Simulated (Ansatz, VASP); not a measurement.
## Two plane-wave programs on ZnO

```
CELL_PARAMETERS angstrom
3.08693 0.00000 0.00000
-1.54346 2.67336 0.00000
0.00000 0.00000 5.20380
ATOMIC_POSITIONS crystal
Zn 0.33333 0.66667 0.00000
Zn 0.66667 0.33333 0.50000
O 0.33333 0.66667 0.38210
O 0.66667 0.33333 0.88210
```

Change from the starting cell: strain -0.050 along x and y, +0.000 along z, atoms carried along.

Alike in both runs: task single point; functional PBEsol; k mesh 9 × 9 × 6; occupations gaussian, width 0.05 eV; no spin polarisation.

```csv
,VASP,Ansatz
version,VASP 6.6.1,Ansatz 0.2.0
potentials or method,"VASP PAW PBE potentials, release 64 (Zn, O_h), cutoff 910 eV","scalar-relativistic, plane waves, PAW"
valence electrons in the cell,36,36
```

```tsv
	VASP	Ansatz	Ansatz less VASP
gap on the k mesh at the Fermi level (eV)	0.73	0.74	+0.007
least direct gap on the mesh (eV)	0.73	0.74	+0.007
rms of the force components (eV/Å)	0.402	0.384	-0.0178
```

VASP's potentials were made for PBE, not for PBEsol. Atom by atom the forces differ by 0.018 eV/Å (rms over components).

Noted on VASP's run: the cutoff is short for stress, so the pressure is rough.
